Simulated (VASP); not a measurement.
Crystal: RbVO2.

```
Rb V O
1.0
     2.72403    0.00000    0.00000
     0.00000    2.72403    0.00000
     0.00000    0.00000    7.32528
Rb V O
1 1 2
Direct
  0.00000 0.00000 0.50000
  0.50000 0.50000 0.00000
  0.00000 0.00000 0.84574
  0.00000 0.00000 0.15426
```

The cell was generated, and may not be a known phase.

| Property | Result |
| --- | --- |
| Program | VASP 6.6.1 |
| Task | relaxation of cell and atoms |
| Functional | PBE |
| Potentials or basis | VASP PAW PBE potentials, release 64 (Rb_sv, V_sv, O) |
| Cutoff | 600 eV |
| k mesh | 6 × 6 × 4 |
| Occupations | gaussian, width 0.1 eV |
| Spin | collinear spin, ferromagnetic start |
| Starting moments | [0.0, 0.94, 0.0, 0.0] μB |

At the start: pressure -2.1 GPa; volume 13.59 Å³/atom.

Task: Where does the relaxation end?

Result: Over 4 steps the energy falls by 5.8 meV/atom and the volume is 13.38 Å³/atom (-1.5 %); space group P4/mmm (No. 123, to 0.1 Å) before and after; moment 0.22 μB per cell.

The path:
| step | energy change (eV) | largest force (eV/Å) | pressure (GPa) | volume (Å³) |
| --- | --- | --- | --- | --- |
| 1 | 0.0000 | 0.2248 | -2.10 | 54.36 |
| 2 | -0.0193 | 0.1333 | 1.41 | 52.96 |
| 3 | -0.0213 | 0.1580 | 0.54 | 53.28 |
| 4 | -0.0233 | 0.0044 | 0.19 | 53.52 |

Final structure:
```xyz
4
Lattice="2.6914 0.0000 0.0000 0.0000 2.6914 0.0000 0.0000 0.0000 7.3883" Properties=species:S:1:pos:R:3 pbc="T T T"
Rb    2.6914    0.0000    3.6941
V     1.3457    1.3457    0.0000
O     2.6914    2.6914    6.2650
O     0.0000    2.6914    1.1233
```

Caveat: the k points lie up to 0.39 Å⁻¹ apart in the final cell; a moment this small can come from the mesh or the smearing.
